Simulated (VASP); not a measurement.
# CaSe (r.b) (Fm-3m) in VASP: notebook

CaSe (r.b) is run at these levels: PBE+D4; tasks: single point, relaxation of cell and atoms.

Everything below comes from runs of VASP 6.6.1. Logs are shortened: lines on timing, memory, paths and dates and some standing lists are left out, and cuts for length are marked.

### 1 The cell of the first run

It takes space group Fm-3m (No. 225, cubic). Conventional cell: a = 5.896 Å, b = 5.896 Å, c = 5.896 Å, α = 90.00°, β = 90.00°, γ = 90.00°. Ca (site symmetry m-3m) has 6 Se at 2.95 Å within 3.9 Å. Within 3.9 Å of Se (site symmetry m-3m) lie 6 Ca at 2.95 Å.

### 2 Single point, PBE+D4

Contents of INCAR:

```
PREC = Accurate
ENCUT = 500
EDIFF = 1E-6
ISMEAR = 0
SIGMA = 0.02
LREAL = F
LASPH = T
NELM = 120
ALGO = Normal
ISIF = 2
LWAVE = F
LCHARG = F
GGA = PE
IVDW = 13
NBANDS = 15
GGA_COMPAT = F
```

Contents of KPOINTS:

```
Automatic mesh
0
Gamma
  8 8 8
```

Contents of POSCAR:

```
CaSe
1.0
    0.0000000000      2.9479465647      2.9479465647
    2.9479465647      0.0000000000      2.9479465647
    2.9479465647      2.9479465647      0.0000000000
Ca Se
1 1
Direct
    0.0000000000      0.0000000000      0.0000000000
    0.5000000000      0.5000000000      0.5000000000
```

Potentials or basis: VASP PAW PBE potentials, release 64 (Ca_sv, Se).

Run with:

```bash
$ cat potpaw_PBE.64/Ca_sv/POTCAR potpaw_PBE.64/Se/POTCAR > POTCAR
$ mpirun -np 1 vasp_std > vasp.out
```

OUTCAR:

```text
PREC = Accurate
   ENCUT = 500
   EDIFF = 1E-6
   ISMEAR = 0
   LREAL = F
   LASPH = T
   NELM = 120
   ISIF = 2
   GGA = PE
   IVDW = 13

 ion  position               nearest neighbor table
   1  0.000  0.000  0.000-   2 2.95   2 2.95   2 2.95   2 2.95   2 2.95   2 2.95
   2  0.500  0.500  0.500-   1 2.95   1 2.95   1 2.95   1 2.95   1 2.95   1 2.95

  LATTYP: Found a face centered cubic cell.
 ALAT       =     5.8958931294

  Lattice vectors:

 A1 = (   0.0000000000,   2.9479465647,   2.9479465647)
 A2 = (   2.9479465647,   0.0000000000,   2.9479465647)
 A3 = (   2.9479465647,   2.9479465647,   0.0000000000)

Analysis of symmetry for initial positions (statically):
=====================================================================
 Subroutine PRICEL returns:
 Original cell was already a primitive cell.

 Routine SETGRP: Setting up the symmetry group for a
 face centered cubic supercell.

 Subroutine GETGRP returns: Found 48 space group operations
 (whereof 48 operations were pure point group operations)
 out of a pool of 48 trial point group operations.

The static configuration has the point symmetry O_h .

Analysis of symmetry for dynamics (positions and initial velocities):
=====================================================================
 Subroutine PRICEL returns:
 Original cell was already a primitive cell.

 Routine SETGRP: Setting up the symmetry group for a
 face centered cubic supercell.

 Subroutine GETGRP returns: Found 48 space group operations
 (whereof 48 operations were pure point group operations)
 out of a pool of 48 trial point group operations.

The dynamic configuration has the point symmetry O_h .

 Subroutine INISYM returns: Found 48 space group operations
 (whereof 48 operations are pure point group operations),
 and found     1 'primitive' translations

----------------------------------------------------------------------------------------

                                     Primitive cell

  volume of cell :      51.2376

  direct lattice vectors                    reciprocal lattice vectors
     0.000000000  2.947946565  2.947946565    -0.169609587  0.169609587  0.169609587
     2.947946565  0.000000000  2.947946565     0.169609587 -0.169609587  0.169609587
     2.947946565  2.947946565  0.000000000     0.169609587  0.169609587 -0.169609587

  length of vectors
     4.169026013  4.169026013  4.169026013     0.293772423  0.293772423  0.293772423

  position of ions in fractional coordinates (direct lattice)
[... 90 lines left out ...]
   NELECT =      16.0000    total number of electrons
   NUPDOWN=      -1.0000    fix difference up-down
   EMIN   =  10.00;   EMAX   =-10.00  energy-range for DOS
   EFERMI =   0.00;   METHOD = LEGACY
   ISMEAR =     0;   SIGMA  =   0.02  broadening in eV -4-tet -1-fermi 0-gaus
   EFERMI_NEDOS =   21; number of points for ismear=-14 and -15
   IALGO  =     38    algorithm
   IMIX   =      4    mixing-type and parameters
     AMIX     =   0.40;   BMIX     =  1.00
     AMIX_MAG =   1.60;   BMIX_MAG =  1.00
  volume/ion in A,a.u.               =      25.62       172.88
  Fermi-wavevector in a.u.,A,eV,Ry     =   1.110670  2.098863 16.783995  1.233589
  Thomas-Fermi vector in A             =   2.247225
   LORBIT       =      0    0 simple, 1 ext, 2 COOP (PROOUT), +10 PAW based schemes
   GGA     = PE    functional components
   LHFCALC =     F    Hartree Fock is set to
   AEXX    =    0.0000 exact exchange contribution
   IVDW    =    13    specifies the selected vdW correction
   LEPSILON=     F    determine dielectric tensor
   LRPA    =     F    only Hartree local field effects (RPA)
 non-spin polarized calculation
 Gauss-broadening in eV      SIGMA  =   0.02
  energy-cutoff  :      500.00
  volume of cell :       51.24
 maximum number of plane-waves:      1316
   NGX = 15   NGY = 15   NGZ = 15

 number of electron      15.9999996 magnetization

 Free energy of the ion-electron system (eV)
  ---------------------------------------------------
  ext. energy  EPLUGINS =         0.00000000
  ---------------------------------------------------
  free energy    TOTEN  =        -9.47560374 eV

  energy without entropy =       -9.47560374  energy(sigma->0) =       -9.47560374

 E-fermi :   2.6320     XC(G=0):  -9.1969

 val. band max:        2.5152317812   @ k =   0.0000   0.0000   0.0000
 cond. band min:       4.5149497960   @ k =   0.5000   0.5000   0.0000
 fundamental gap:      1.9997180149
 Fermi energy:         2.6319754800

 k-point     1 :       0.0000    0.0000    0.0000
  band No.  band energies     occupation
      1     -37.2043      2.00000
      2     -18.1999      2.00000
      3     -18.1999      2.00000
      4     -18.1999      2.00000
      5      -9.3182      2.00000
      6       2.5152      2.00000
      7       2.5152      2.00000
      8       2.5152      2.00000
      9       5.9100      0.00000
     10       6.2178      0.00000
     11       6.2178      0.00000
     12       6.2178      0.00000
     13       6.7965      0.00000
     14       6.7965      0.00000
[... 401 lines left out ...]
      2     -18.2974      2.00000
      3     -18.2342      2.00000
      4     -18.2175      2.00000
      5      -8.6176      2.00000
      6      -0.3472      2.00000
      7       0.8648      2.00000
      8       1.2583      2.00000
      9       7.0034      0.00000
     10       7.2890      0.00000
     11       8.2676      0.00000
     12       8.5595      0.00000
     13       8.9018      0.00000
     14       9.7889      0.00000
     15      11.2009      0.00000

 [... further k-points ...]

------------------------ aborting loop because EDIFF is reached ----------------------------------------

  DFT-D4 for vdW energy calculation

  Edisp (eV):   -0.48459

  FORCE on cell =-STRESS in cart. coord.  units (eV):
  Direction    XX          YY          ZZ          XY          YZ          ZX
  --------------------------------------------------------------------------------------
  -------------------------------------------------------------------------------------
  Total       0.05948     0.05948     0.05948     0.00000    -0.00000    -0.00000
  in kB       1.85999     1.85999     1.85999     0.00000    -0.00000    -0.00000
  external pressure =        1.86 kB  Pullay stress =        0.00 kB

 VOLUME and BASIS-vectors are now :
 -----------------------------------------------------------------------------
  energy-cutoff  :      500.00
  volume of cell :       51.24
      direct lattice vectors                 reciprocal lattice vectors
     0.000000000  2.947946565  2.947946565    -0.169609587  0.169609587  0.169609587
     2.947946565  0.000000000  2.947946565     0.169609587 -0.169609587  0.169609587
     2.947946565  2.947946565  0.000000000     0.169609587  0.169609587 -0.169609587

 POSITION                                       TOTAL-FORCE (eV/Angst)
 -----------------------------------------------------------------------------------
      0.00000      0.00000      0.00000         0.000000      0.000000      0.000000
      2.94795      2.94795      2.94795         0.000000      0.000000     -0.000000
 -----------------------------------------------------------------------------------
    total drift:                               -0.000000      0.000000      0.000000

  FREE ENERGIE OF THE ION-ELECTRON SYSTEM (eV)
  ---------------------------------------------------
  free  energy   TOTEN  =        -9.9601898203 eV

  energy  without entropy=       -9.9601898203  energy(sigma->0) =       -9.96018982
```

OSZICAR:

```text
N       E                     dE             d eps       ncg     rms          rms(c)
DAV:   1     0.105986607855E+03    0.10599E+03   -0.72568E+03   870   0.950E+02
DAV:   2    -0.522659856099E+01   -0.11121E+03   -0.10606E+03  1108   0.243E+02
DAV:   3    -0.942518650601E+01   -0.41986E+01   -0.41703E+01  1160   0.451E+01
DAV:   4    -0.961436958138E+01   -0.18918E+00   -0.18911E+00  1247   0.791E+00
DAV:   5    -0.961568164848E+01   -0.13121E-02   -0.13120E-02  1167   0.723E-01    0.425E+00
DAV:   6    -0.947992008083E+01    0.13576E+00   -0.17724E-01  1024   0.224E+00    0.253E+00
DAV:   7    -0.947168347570E+01    0.82366E-02   -0.96856E-02  1120   0.198E+00    0.805E-01
DAV:   8    -0.947538524071E+01   -0.37018E-02   -0.11423E-02   912   0.814E-01    0.117E-01
DAV:   9    -0.947547542217E+01   -0.90181E-04   -0.60735E-04  1139   0.252E-01    0.457E-02
DAV:  10    -0.947558764169E+01   -0.11222E-03   -0.14810E-04   968   0.764E-02    0.156E-02
DAV:  11    -0.947560509151E+01   -0.17450E-04   -0.39271E-05  1052   0.550E-02    0.959E-03
DAV:  12    -0.947560408923E+01    0.10023E-05   -0.21781E-06  1068   0.115E-02    0.383E-03
DAV:  13    -0.947560373741E+01    0.35182E-06   -0.55031E-07   617   0.512E-03
   1 F= -.99601898E+01 E0= -.99601898E+01  d E =-.105363E-18
```

stdout:

```text
POSCAR found type information on POSCAR CaSe
 POSCAR found :  2 types and       2 ions
 scaLAPACK will be used
 LDA part: xc-table for (Slater+PW92), standard interpolation
 POSCAR, INCAR and KPOINTS ok, starting setup
 FFT: planning ... GRIDC
 FFT: planning ... GRID_SOFT
 FFT: planning ... GRID
 WAVECAR not read
 entering main loop
```

It took 32 s on 1 thread of Intel Xeon 8259CL, shared host; peak memory 0.18 GiB.

Results:

```
Free energy                : -9.9602 eV
Pressure                   : 0.2 GPa
Band gap on the k mesh     : 2.00 eV, indirect (least direct gap 2.94 eV)
Dispersion energy per atom : -0.242 eV
```

### 3 Relaxation of cell and atoms, PBE+D4

This run uses another cell than the first one, of 25.54 Å³/atom, 0.997 times its volume.

Contents of INCAR:

```
SYSTEM = CaSe
ALGO     = Normal         ! electronic algorithm
EDIFF    = 1E-7           ! SCF threshold, eV
EDIFFG   = -0.002         ! ionic threshold
ENCUT    = 500            ! plane-wave cutoff, eV
GGA      = PE             ! functional
GGA_COMPAT= .False.      
IBRION   = 2              ! ionic algorithm
ISIF     = 3              ! what is computed and relaxed
ISMEAR   = 0              ! smearing method
IVDW     = 13             ! dispersion correction
LASPH    = .True.         ! aspherical terms in the spheres
LCHARG   = .False.        ! write CHGCAR
LREAL    = .False.        ! projectors in reciprocal space
LWAVE    = .False.        ! write WAVECAR
NELM     = 120            ! most SCF steps
NELMIN   = 4            
NSW      = 100            ! ionic steps
PREC     = Accurate       ! precision mode
SIGMA    = 0.02           ! smearing width, eV
```

Contents of KPOINTS:

```
k-points
0
Gamma
  8 8 8
  0 0 0
```

Contents of POSCAR:

```
CaSe
1.0
    0.0000000000      2.9450000000      2.9450000000
    2.9450000000      0.0000000000      2.9450000000
    2.9450000000      2.9450000000      0.0000000000
Ca Se
1 1
Direct
    0.0000000000      0.0000000000      0.0000000000
    0.5000000000      0.5000000000      0.5000000000
```

Potentials or basis: VASP PAW PBE potentials, release 64 (Ca_sv, Se).

Run with:

```bash
$ cat potpaw_PBE.64/Ca_sv/POTCAR potpaw_PBE.64/Se/POTCAR > POTCAR
$ mpirun -np 1 vasp_std > vasp.out
```

OUTCAR:

```text
SYSTEM = CaSe
   EDIFF = 1E-7
   EDIFFG = -0.002
   ENCUT = 500
   GGA = PE
   IBRION = 2
   ISIF = 3
   ISMEAR = 0
   IVDW = 13
   LASPH = .True.
   LREAL = .False.
   NELM = 120
   NELMIN = 4
   NSW = 100
   PREC = Accurate

 ion  position               nearest neighbor table
   1  0.000  0.000  0.000-   2 2.94   2 2.94   2 2.94   2 2.94   2 2.94   2 2.94
   2  0.500  0.500  0.500-   1 2.94   1 2.94   1 2.94   1 2.94   1 2.94   1 2.94

  LATTYP: Found a face centered cubic cell.
 ALAT       =     5.8900000000

  Lattice vectors:

 A1 = (   0.0000000000,   2.9450000000,   2.9450000000)
 A2 = (   2.9450000000,   0.0000000000,   2.9450000000)
 A3 = (   2.9450000000,   2.9450000000,   0.0000000000)

Analysis of symmetry for initial positions (statically):
=====================================================================
 Subroutine PRICEL returns:
 Original cell was already a primitive cell.

 Routine SETGRP: Setting up the symmetry group for a
 face centered cubic supercell.

 Subroutine GETGRP returns: Found 48 space group operations
 (whereof 48 operations were pure point group operations)
 out of a pool of 48 trial point group operations.

The static configuration has the point symmetry O_h .

Analysis of symmetry for dynamics (positions and initial velocities):
=====================================================================
 Subroutine PRICEL returns:
 Original cell was already a primitive cell.

 Routine SETGRP: Setting up the symmetry group for a
 face centered cubic supercell.

[... 149 lines left out ...]
  ext. energy  EPLUGINS =         0.00000000
  ---------------------------------------------------
  free energy    TOTEN  =        -9.47379511 eV

  energy without entropy =       -9.47379511  energy(sigma->0) =       -9.47379511

 E-fermi :   2.7250     XC(G=0):  -9.2097

 val. band max:        2.5361483099   @ k =   0.0000   0.0000   0.0000
 cond. band min:       4.5285946198   @ k =   0.5000   0.5000   0.0000
 fundamental gap:      1.9924463099
 Fermi energy:         2.7250465705

 k-point     1 :       0.0000    0.0000    0.0000
  band No.  band energies     occupation
      1     -37.1740      2.00000
      2     -18.1703      2.00000
      3     -18.1703      2.00000
      4     -18.1703      2.00000
      5      -9.3079      2.00000
      6       2.5361      2.00000
      7       2.5361      2.00000
      8       2.5361      2.00000
      9       5.9473      0.00000
     10       6.2377      0.00000
     11       6.2377      0.00000
     12       6.2377      0.00000
[... 424 lines left out ...]
--------------------------------------- Ionic step        3  -------------------------------------------

 number of electron      15.9999997 magnetization

 Free energy of the ion-electron system (eV)
  ---------------------------------------------------
  ext. energy  EPLUGINS =         0.00000000
  ---------------------------------------------------
  free energy    TOTEN  =        -9.47751711 eV

  energy without entropy =       -9.47751711  energy(sigma->0) =       -9.47751711

 E-fermi :   2.6527     XC(G=0):  -9.1818

 val. band max:        2.4902042294   @ k =   0.0000   0.0000   0.0000
 cond. band min:       4.4987940268   @ k =   0.5000   0.5000   0.0000
 fundamental gap:      2.0085897975
 Fermi energy:         2.6526820125

 k-point     1 :       0.0000    0.0000    0.0000
  band No.  band energies     occupation
      1     -37.2399      2.00000
      2     -18.2349      2.00000
      3     -18.2349      2.00000
      4     -18.2349      2.00000
      5      -9.3306      2.00000
      6       2.4902      2.00000
      7       2.4902      2.00000
      8       2.4902      2.00000
      9       5.8656      0.00000
     10       6.1942      0.00000
     11       6.1942      0.00000
     12       6.1942      0.00000
[... 378 lines left out ...]
  FREE ENERGIE OF THE ION-ELECTRON SYSTEM (eV)
  ---------------------------------------------------
  free  energy   TOTEN  =        -9.9602722666 eV

  energy  without entropy=       -9.9602722666  energy(sigma->0) =       -9.96027227

 reached required accuracy - stopping structural energy minimisation
```

OSZICAR:

```text
N       E                     dE             d eps       ncg     rms          rms(c)
DAV:   1     0.108764447637E+03    0.10876E+03   -0.74691E+03   696   0.119E+03
[... 24 lines left out ...]
DAV:   1    -0.947766131992E+01    0.51594E-03   -0.42555E-03   760   0.700E-01    0.698E-02
DAV:   2    -0.947754893143E+01    0.11239E-03   -0.29981E-04   852   0.176E-01    0.371E-02
DAV:   3    -0.947751191033E+01    0.37021E-04   -0.18908E-04  1208   0.124E-01    0.125E-02
DAV:   4    -0.947751339913E+01   -0.14888E-05   -0.49384E-06   856   0.287E-02    0.696E-03
DAV:   5    -0.947751767037E+01   -0.42712E-05   -0.31022E-06  1212   0.135E-02    0.118E-03
DAV:   6    -0.947751707748E+01    0.59290E-06   -0.14407E-07   672   0.459E-03    0.589E-04
DAV:   7    -0.947751711339E+01   -0.35916E-07   -0.24447E-08   488   0.139E-03
   3 F= -.99602723E+01 E0= -.99602723E+01  d E =-.352035E-03
```

It took 80 s on 1 thread of Intel Xeon 8259CL, shared host; peak memory 0.18 GiB.

Results:

```yaml
Free_energy: -9.9603 eV
Relaxed_volume: 25.71 Å³/atom
Relaxed_cell: a = 4.174 Å, b = 4.174 Å, c = 4.174 Å, α = 60.00°, β = 60.00°, γ = 60.00°
Space_group_after_relaxing_to_0.05_Å: Fm-3m (No. 225)
Energy_gained_by_relaxing: 0.2 meV/atom
Ionic_steps: 3
Pressure_after_relaxing: 0.0 GPa
Band_gap_on_the_k_mesh: 2.01 eV, indirect (least direct gap 2.95 eV)
Dispersion_energy_per_atom: -0.241 eV
```

Step by step:
```
step  energy change (eV)  largest force (eV/Å)  pressure (GPa)  volume (Å³)
   1              0.0000                0.0000            0.34        51.08
   2             -0.0003                0.0000           -0.06        51.49
   3             -0.0004                0.0000            0.00        51.42
```

Final structure:
```
CELL_PARAMETERS angstrom
0.00000 2.95145 2.95145
2.95145 0.00000 2.95145
2.95145 2.95145 0.00000
ATOMIC_POSITIONS crystal
Ca 0.00000 0.00000 0.00000
Se 0.50000 0.50000 0.50000
```

A k mesh can miss the band edges. Expect the measured gap to be larger: semilocal functionals such as PBE lack the derivative discontinuity.
